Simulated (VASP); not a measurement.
# Co (P-3m1) in VASP: notebook

Aim: see how the results for Co move with the level of theory and the settings. Levels: PBEsol, LDA, BLYP. Tasks: single point.

All numbers are computed with VASP 6.6.1; they aren't measurements. Logs are shortened: lines on timing, memory, paths and dates and some standing lists are left out, and cuts for length are marked.

## (1) The cell of the first run

The structure is trigonal, space group P-3m1 (No. 164). Conventional cell: a = 2.487 Å, b = 2.487 Å, c = 4.063 Å, α = 90.00°, β = 90.00°, γ = 120.00°. Within 3.2 Å of Co (site symmetry 3m) lie 12 Co at 2.42 to 2.55 Å.

## (2) Single point, PBEsol, collinear spin, ferromagnetic start

Input file INCAR:

```
PREC = Accurate
ENCUT = 520
EDIFF = 1E-6
ISMEAR = -1
SIGMA = 0.15
LREAL = F
LASPH = T
NELM = 150
ALGO = Normal
ISIF = 2
LWAVE = F
LCHARG = F
ISPIN = 2
MAGMOM = 2.5 2.5
LORBIT = 11
LMAXMIX = 4
GGA = PS
NBANDS = 20
```

Input file KPOINTS:

```
Automatic mesh
0
Gamma
  15 15 8
```

Input file POSCAR:

```
Co
1.0
    2.4873650000      0.0000000000      0.0000000000
   -1.2436825000      2.1541212785      0.0000000000
    0.0000000000      0.0000000000      4.0632900000
Co
2
Direct
    0.6666666667      0.3333333333      0.2598610000
    0.3333333333      0.6666666667      0.7401390000
```

Potentials or basis: VASP PAW PBE potentials, release 64 (Co).

Command:

```sh
$ cat potpaw_PBE.64/Co/POTCAR > POTCAR
$ mpirun -np 1 vasp_std > vasp.out
```

OUTCAR:

```text
PREC = Accurate
   ENCUT = 520
   EDIFF = 1E-6
   ISMEAR = -1
   LREAL = F
   LASPH = T
   NELM = 150
   ISIF = 2
   ISPIN = 2
   LORBIT = 11
   GGA = PS

 ion  position               nearest neighbor table
   1  0.667  0.333  0.260-   2 2.42   2 2.42   2 2.42   2 2.55   2 2.55   2 2.55
   2  0.333  0.667  0.740-   1 2.42   1 2.42   1 2.42   1 2.55   1 2.55   1 2.55

  LATTYP: Found a hexagonal cell.
 ALAT       =     2.4873650000
 C/A-ratio  =     1.6335720733

  Lattice vectors:

 A1 = (   2.4873650000,   0.0000000000,   0.0000000000)
 A2 = (  -1.2436825000,   2.1541212785,   0.0000000000)
 A3 = (   0.0000000000,   0.0000000000,   4.0632900000)

Analysis of symmetry for initial positions (statically):
=====================================================================
 Subroutine PRICEL returns:
 Original cell was already a primitive cell.

 Routine SETGRP: Setting up the symmetry group for a
 hexagonal supercell.

 Subroutine GETGRP returns: Found 12 space group operations
 (whereof 12 operations were pure point group operations)
 out of a pool of 24 trial point group operations.

The static configuration has the point symmetry D_3d.

Analysis of symmetry for dynamics (positions and initial velocities):
=====================================================================
 Subroutine PRICEL returns:
 Original cell was already a primitive cell.

 Routine SETGRP: Setting up the symmetry group for a
 hexagonal supercell.

 Subroutine GETGRP returns: Found 12 space group operations
 (whereof 12 operations were pure point group operations)
 out of a pool of 24 trial point group operations.

The dynamic configuration has the point symmetry D_3d.

Analysis of structural, dynamic, and magnetic symmetry:
=====================================================================
 Subroutine PRICEL returns:
 Original cell was already a primitive cell.

 Routine SETGRP: Setting up the symmetry group for a
 hexagonal supercell.

 Subroutine GETGRP returns: Found 12 space group operations
 (whereof 12 operations were pure point group operations)
 out of a pool of 24 trial point group operations.

The overall configuration has the point symmetry D_3d.

 Subroutine INISYM returns: Found 12 space group operations
 (whereof 12 operations are pure point group operations),
 and found     1 'primitive' translations

----------------------------------------------------------------------------------------

[... 107 lines left out ...]
   ISMEAR =    -1;   SIGMA  =   0.15  broadening in eV -4-tet -1-fermi 0-gaus
   EFERMI_NEDOS =   21; number of points for ismear=-14 and -15
   IALGO  =     38    algorithm
   IMIX   =      4    mixing-type and parameters
     AMIX     =   0.40;   BMIX     =  1.00
     AMIX_MAG =   1.60;   BMIX_MAG =  1.00
  volume/ion in A,a.u.               =      10.89        73.46
  Fermi-wavevector in a.u.,A,eV,Ry     =   1.536514  2.903590 32.121655  2.360875
  Thomas-Fermi vector in A             =   2.643152
   LORBIT       =     11    0 simple, 1 ext, 2 COOP (PROOUT), +10 PAW based schemes
   GGA     = PS    functional components
   LHFCALC =     F    Hartree Fock is set to
   AEXX    =    0.0000 exact exchange contribution
   IVDW    =     0    specifies the selected vdW correction
   LEPSILON=     F    determine dielectric tensor
   LRPA    =     F    only Hartree local field effects (RPA)
 spin polarized calculation
  energy-cutoff  :      520.00
  volume of cell :       21.77
 maximum number of plane-waves:       600
   NGX =  9   NGY =  9   NGZ = 15

 number of electron      17.9999996 magnetization       3.1872632

 Free energy of the ion-electron system (eV)
  ---------------------------------------------------
  ext. energy  EPLUGINS =         0.00000000
  ---------------------------------------------------
  free energy    TOTEN  =       -15.48400198 eV

  energy without entropy =      -15.33252482  energy(sigma->0) =      -15.40826340

 E-fermi :  10.0437     XC(G=0): -13.5551

 val. band max:       10.0427731793   @ k =   0.2000   0.0000   0.0000
 cond. band min:      10.0466069780   @ k =   0.4000   0.0000   0.3750
 fundamental gap:      0.0038337987
 Fermi energy:        10.0437325920

 spin component 1

 k-point     1 :       0.0000    0.0000    0.0000
  band No.  band energies     occupation
      1       1.0672      1.00000
      2       4.8754      1.00000
      3       7.4014      1.00000
      4       7.4559      1.00000
      5       7.4559      1.00000
      6       7.7478      1.00000
[... 541 lines left out ...]
     19      29.2634      0.00000
     20      38.8351      0.00000

 [... further k-points ...]

 spin component 2

 k-point     1 :       0.0000    0.0000    0.0000
  band No.  band energies     occupation
      1       1.1338      1.00000
      2       5.8098      1.00000
      3       8.9547      0.99930
      4       9.0559      0.99862
      5       9.0559      0.99862
      6       9.3737      0.98865
[... 541 lines left out ...]
     19      29.6424      0.00000
     20      39.1755      0.00000

 [... further k-points ...]
[... 5 lines left out ...]
  --------------------------------------------------------------------------------------
  -------------------------------------------------------------------------------------
  Total       -1.2802968     -1.2802968     -1.4784679      0.0000000     -0.0000000      0.0000000
  in kB      -94.2179732    -94.2179732   -108.8015270      0.0000000     -0.0000000      0.0000000
  external PRESSURE =     -99.0791578 kB  Pullay stress =       0.0000000 kB

 VOLUME and BASIS-vectors are now :
 -----------------------------------------------------------------------------
  energy-cutoff  :      520.00
  volume of cell :       21.77
      direct lattice vectors                 reciprocal lattice vectors
     2.487365000  0.000000000  0.000000000     0.402031869  0.232113208  0.000000000
    -1.243682500  2.154121278  0.000000000     0.000000000  0.464226416  0.000000000
     0.000000000  0.000000000  4.063290000     0.000000000  0.000000000  0.246105988

 POSITION                                       TOTAL-FORCE (eV/Angst)
 -----------------------------------------------------------------------------------
      1.24368      0.71804      1.05589        -0.000000     -0.000000     -0.497268
     -0.00000      1.43608      3.00740         0.000000      0.000000      0.497268
 -----------------------------------------------------------------------------------
    total drift:                                0.000000     -0.000000     -0.000000

  FREE ENERGIE OF THE ION-ELECTRON SYSTEM (eV)
  ---------------------------------------------------
  free  energy   TOTEN  =       -15.4840019752 eV

  energy  without entropy=      -15.3325248183  energy(sigma->0) =      -15.40826340

 total charge

# of ion       s       p       d       tot
------------------------------------------
    1        0.490   0.524   7.258   8.271
    2        0.490   0.524   7.258   8.271
--------------------------------------------------
tot          0.979   1.047  14.516  16.542

 magnetization (x)

# of ion       s       p       d       tot
------------------------------------------
    1       -0.014  -0.048   1.669   1.607
    2       -0.014  -0.048   1.669   1.607
--------------------------------------------------
tot         -0.028  -0.096   3.338   3.214
```

stdout:

```text
POSCAR found type information on POSCAR Co
 POSCAR found :  1 types and       2 ions
 scaLAPACK will be used
 -----------------------------------------------------------------------------
|                                                                             |
|                                                                             |
|     You enforced a specific xc type in the INCAR file but a different       |
|     I HOPE YOU KNOW WHAT YOU ARE DOING!                                     |
|                                                                             |
 -----------------------------------------------------------------------------

 LDA part: xc-table for (Slater+PW92), standard interpolation
 POSCAR, INCAR and KPOINTS ok, starting setup
 FFT: planning ... GRIDC
 FFT: planning ... GRID_SOFT
 FFT: planning ... GRID
 WAVECAR not read
 entering main loop
```

It took 3.9 min on 1 thread of Intel Xeon 8259CL, shared host; peak memory 0.22 GiB.

What came out:

- Free energy: -15.4840 eV
- Pressure: -9.9 GPa
- Largest force: 0.497 eV/Å
- Net moment: 3.19 μB per cell
- Site moments: Co +1.61 μB
- Valence electrons inside the program's atomic spheres: Co 8.27

Forces in eV/Å, atoms in the order of the input:
```
Co   0.000  0.000 -0.497
Co   0.000  0.000  0.497
```

Stress tensor (GPa, compression positive):
```
 -9.42   0.00   0.00
  0.00  -9.42   0.00
  0.00   0.00 -10.88
```

Levels at points of the mesh, in eV from the Fermi level:
Spin up:
| k point | band 8 | band 9 | band 10 | band 11 | band 12 | band 13 | band 14 | band 15 |
| --- | --- | --- | --- | --- | --- | --- | --- | --- |
| (0.00, 0.00, 0.00) | -1.87 | -1.87 | -0.80 | -0.80 | -0.24 | 6.11 | 21.99 | 24.61 |
| (0.00, 0.00, 0.50) | -2.62 | -1.22 | -1.22 | -1.03 | -1.03 | 14.08 | 15.24 | 22.59 |
Spin down:
```tsv
k point	band 3	band 4	band 5	band 6	band 7	band 8	band 9	band 10	band 11	band 12
(0.00, 0.00, 0.00)	-1.09	-0.99	-0.99	-0.67	-0.67	-0.19	-0.12	-0.12	1.03	1.03
(0.00, 0.00, 0.50)	-1.82	-1.35	-1.04	-1.04	-1.04	-1.04	0.62	0.62	0.77	0.77
```

Caveat: the cell stands under tension; the PAW data sets were made with another functional, which shifts forces and pressure a little.

## (3) Single point, LDA, collinear spin, ferromagnetic start

Input file INCAR:

```
  PREC = Accurate
  ENCUT = 520
  EDIFF = 1E-6
  ISMEAR = -1
  SIGMA = 0.15
  LREAL = F
  LASPH = T
  NELM = 150
  ALGO = Normal
  ISIF = 2
  LWAVE = F
  LCHARG = T
  ISPIN = 2
  MAGMOM = 2.5 2.5
  LORBIT = 11
  LMAXMIX = 4
  GGA = CA
  LELF = T
  LVHAR = T
  NBANDS = 20
```

Input file KPOINTS:

```
regular mesh
0
Gamma
  15 15 8
```

POSCAR is that of step 2.

Potentials or basis: VASP PAW LDA potentials, release 64 (Co).

Command:

```sh
$ cat potpaw_LDA.64/Co/POTCAR > POTCAR
$ mpirun -np 1 vasp_std > vasp.out
```

It took 3.6 min on 1 thread of Intel Xeon 8259CL, shared host; peak memory 0.21 GiB.

It converged, with:

```
Free energy                                           : -16.1896 eV
Pressure                                              : -18.5 GPa
Largest force                                         : 0.446 eV/Å
Net moment                                            : 3.01 μB per cell
Site moments                                          : Co +1.51 μB
Valence electrons inside the program's atomic spheres : Co 8.28
```

Forces on the atoms (eV/Å):
```
Co   0.000  0.000 -0.446
Co   0.000  0.000  0.446
```

Stress tensor (GPa, compression positive):
```
-17.82   0.00   0.00
  0.00 -17.82   0.00
  0.00   0.00 -19.89
```

Levels at points of the mesh, in eV from the Fermi level:
Spin up:
| k point | band 9 | band 10 | band 11 | band 12 | band 13 | band 14 |
| --- | --- | --- | --- | --- | --- | --- |
| (0.00, 0.00, 0.00) | -1.69 | -0.61 | -0.61 | -0.15 | 6.23 | 22.07 |
| (0.00, 0.00, 0.50) | -1.03 | -1.03 | -0.84 | -0.84 | 14.16 | 15.34 |
Spin down:
| k point | band 5 | band 6 | band 7 | band 8 | band 9 | band 10 |
| --- | --- | --- | --- | --- | --- | --- |
| (0.00, 0.00, 0.00) | -1.05 | -0.73 | -0.73 | -0.20 | -0.20 | 0.02 |
| (0.00, 0.00, 0.50) | -1.11 | -1.11 | -1.10 | -1.10 | 0.53 | 0.53 |

Caveat: the cell stands under tension.

## (4) Single point, BLYP, collinear spin, ferromagnetic start

Input file INCAR:

```
AGGAC = 1.0
AGGAX = 1.0
ALDAC = 0.0
ALDAX = 1.0
ALGO = Normal
EDIFF = 1E-6
ENCUT = 520
GGA = B5
ISIF = 2
ISMEAR = -1
ISPIN = 2
LASPH = True
LCHARG = False
LMAXMIX = 4
LORBIT = 11
LREAL = False
LWAVE = False
MAGMOM = 2.5 2.5
NBANDS = 20
NELM = 150
PREC = Accurate
SIGMA = 0.15
```

Input file KPOINTS:

```
k-points
0
Gamma
  15 15 8
```

POSCAR is that of step 3.

Potentials or basis: VASP PAW PBE potentials, release 64 (Co).

Command:

```sh
$ cat potpaw_PBE.64/Co/POTCAR > POTCAR
$ mpirun -np 1 vasp_std > vasp.out
```

Wall time 3.9 min (1 thread of Intel Xeon 8259CL, shared host); peak memory 0.23 GiB.

Results (log left out):

```
Free energy                                           : -12.1522 eV
Pressure                                              : 9.6 GPa
Largest force                                         : 0.581 eV/Å
Net moment                                            : 3.13 μB per cell
Site moments                                          : Co +1.58 μB
Valence electrons inside the program's atomic spheres : Co 8.30
```

Forces in eV/Å, atoms in the order of the input:
```
Co   0.000  0.000 -0.581
Co   0.000  0.000  0.581
```

Stress tensor (GPa, compression positive):
```
10.18  0.00  0.00
 0.00 10.18  0.00
 0.00  0.00  8.42
```

Levels at points of the mesh, in eV from the Fermi level:
Spin up:
```tsv
k point	band 9	band 10	band 11	band 12	band 13	band 14
(0.00, 0.00, 0.00)	-1.85	-0.78	-0.78	0.06	6.20	22.40
(0.00, 0.00, 0.50)	-1.20	-1.20	-1.00	-1.00	14.27	15.47
```
Spin down:
```
           k point  band 4  band 5  band 6  band 7  band 8  band 9  band 10  band 11
(0.00, 0.00, 0.00)   -1.02   -1.02   -0.71   -0.71   -0.15   -0.15     0.08     1.00
(0.00, 0.00, 0.50)   -1.35   -1.08   -1.08   -1.07   -1.07    0.59     0.59     0.73
```

Caveat: the cell stands under pressure; the PAW data sets were made with another functional, which shifts forces and pressure a little.

## (5) Summary

```tsv
level	potentials or basis	gap on the mesh (eV)	pressure (GPa)	moment (μB)	largest force (eV/Å)
PBEsol	VASP PAW PBE potentials, release 64 (Co)	none	-9.9	3.19	0.50
LDA	VASP PAW LDA potentials, release 64 (Co)	none	-18.5	3.01	0.45
BLYP	VASP PAW PBE potentials, release 64 (Co)	none	9.6	3.13	0.58
```

Alike in all rows: task single point; spin collinear, ferromagnetic start; cell as given; k mesh 15 × 15 × 8; cutoff (eV) 520; smearing fermi-dirac 0.15 eV.

Caveats: the cell stands under tension (at least some runs); the PAW data sets were made with another functional, which shifts forces and pressure a little (at least some runs); the cell stands under pressure (at least some runs).

Absolute energies hang on the potentials; compare differences alone.
